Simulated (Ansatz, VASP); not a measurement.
One calculation of Sn, two programs

```xyz
3
Lattice="5.4398 0.0000 0.0000 -2.7199 4.7110 0.0000 0.0000 0.0000 3.3014" Properties=species:S:1:pos:R:3 pbc="T T T"
Sn    2.7199    4.7110    0.0000
Sn    0.0000    3.1407    1.6507
Sn    2.7199    1.5703    1.6507
```

Alike in both runs: task single point; functional r2SCAN; k mesh 8 × 8 × 11; occupations fermi-dirac, width 0.1 eV; no spin polarisation.

|  | VASP | Ansatz |
| --- | --- | --- |
| version | VASP 6.6.1 | Ansatz 0.2.0 |
| potentials or method | VASP PAW PBE potentials, release 64 (Sn_d), cutoff 520 eV | plane waves (500 eV) with PAW, scalar-relativistic |
| valence electrons in the cell | 42 | 42 |

VASP gave:

```
pressure (GPa)                                                : -1.5
traceless stress, the component that is largest in VASP (GPa) : -1.83
```

Question: Which values does Ansatz return?

Answer: Pressure (GPa): -1.4; traceless stress, the component that is largest in VASP (GPa): -1.84.

VASP's potentials were made for PBE, not for r2SCAN. With one functional, cell and mesh, what is left measures potentials, basis and numerics.
